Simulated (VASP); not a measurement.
Set up this calculation in VASP 6.6.1, as the native input.

```
Task                   : single point
Functional             : LDA
Potentials or basis    : VASP PAW LDA potentials, release 64 (Mo_sv)
Cutoff                 : 520 eV
k mesh                 : 9 × 9 × 9
Occupations            : fermi-dirac, width 0.1 eV
Spin                   : no spin polarisation
Dipole correction      : no
Further INCAR settings : ALGO = Normal; EDIFF = 1e-06; NBANDS = 13
```

The structure of Mo lies in POSCAR:

```
Mo
1.0
   -1.5565618036      1.5565618036      1.5565618036
    1.5565618036     -1.5565618036      1.5565618036
    1.5565618036      1.5565618036     -1.5565618036
Mo
1
Direct
    0.0000000000      0.0000000000      0.0000000000
```

The input as run:

INCAR

```
SYSTEM = Mo
PREC     = Accurate       ! precision mode
ENCUT    = 520            ! plane-wave cutoff, eV
EDIFF    = 1E-6           ! SCF threshold, eV
ISMEAR   = -1             ! smearing method
SIGMA    = 0.1            ! smearing width, eV
LREAL    = .FALSE.        ! projectors in reciprocal space
LASPH    = .TRUE.         ! aspherical terms in the spheres
NELM     = 80             ! most SCF steps
ALGO     = Normal         ! electronic algorithm
ISIF     = 2              ! what is computed and relaxed
LWAVE    = .FALSE.        ! write WAVECAR
LCHARG   = .FALSE.        ! write CHGCAR
GGA      = CA             ! functional
NBANDS   = 13             ! bands
```

KPOINTS

```
Automatic mesh
0
G
  9 9 9
  0 0 0
```

Potentials or basis: VASP PAW LDA potentials, release 64 (Mo_sv).

The run is started by

```sh
$ cat potpaw_LDA.64/Mo_sv/POTCAR > POTCAR
$ mpirun -np 1 vasp_std > vasp.out
```

It gave:

| Item | Value |
| --- | --- |
| Pressure | 0.7 GPa |
| Band gap on the k mesh | zero (band 7 reaches 16.49 eV, above the bottom of band 8 at 11.60 eV) |

Run time: 11 s on 1 thread of Intel Xeon 8259CL, with other jobs on the host, peak memory 0.12 GiB.
